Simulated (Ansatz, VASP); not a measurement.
## SiC: VASP beside Ansatz

```
CELL_PARAMETERS angstrom
4.37973 0.00000 0.00000
0.00000 2.18986 -2.18986
0.00000 6.56959 6.56959
ATOMIC_POSITIONS crystal
Si 0.00000 0.00000 0.33333
Si 0.50000 0.50000 0.50000
Si 0.00000 0.00000 0.66667
Si 0.50000 0.50000 0.83333
Si 0.00000 0.00000 0.00000
Si 0.50000 0.50000 0.16667
C 0.75000 0.00000 0.50000
C 0.25000 0.50000 0.66667
C 0.75000 0.00000 0.83333
C 0.25000 0.50000 0.00000
C 0.75000 0.00000 0.16667
C 0.25000 0.50000 0.33333
```

Alike in both runs: task single point; functional PBE; k mesh 6 × 9 × 3; occupations gaussian, width 0.05 eV; no spin polarisation.

|  | VASP | Ansatz |
| --- | --- | --- |
| version | VASP 6.6.1 | Ansatz 0.2.0 |
| potentials or method | VASP PAW PBE potentials, release 64 (Si, C), cutoff 520 eV | scalar-relativistic, plane waves, PAW |
| valence electrons in the cell | 48 | 48 |

```csv
,VASP,Ansatz,Ansatz less VASP
gap on the k mesh at the Fermi level (eV),1.37,1.37,+0.002
least direct gap on the mesh (eV),1.37,1.37,+0.002
pressure (GPa),0.0,0.0,+0.05
```
